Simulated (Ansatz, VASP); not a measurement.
# Ti in VASP and in Ansatz

```
Ti
1.0
    -1.41100    1.41100    2.05018
     1.41100   -1.41100    2.05018
     1.41100    1.41100   -2.05018
Ti
1
Direct
  0.00000 0.00000 0.00000
```

Alike in both runs: task single point; functional PBE; k mesh 22 × 22 × 22; occupations gaussian, width 0.15 eV; no spin polarisation.

|  | VASP | Ansatz |
| --- | --- | --- |
| version | VASP 6.6.1 | Ansatz 0.2.0 |
| potentials or method | VASP PAW PBE potentials, release 64 (Ti_sv), cutoff 520 eV | scalar-relativistic, plane waves, PAW |
| valence electrons in the cell | 12 | 12 |

|  | VASP | Ansatz | Ansatz less VASP |
| --- | --- | --- | --- |
| gap on the k mesh at the Fermi level (eV) | none | none | - |
| pressure (GPa) | 7.2 | 7.5 | +0.37 |
| traceless stress, the component that is largest in VASP (GPa) | -0.64 | -0.63 | +0.012 |

A gap of «none» marks a metal or a gap that the smearing closes. The functional is the same, so the differences come from potentials, cutoffs and numerics.
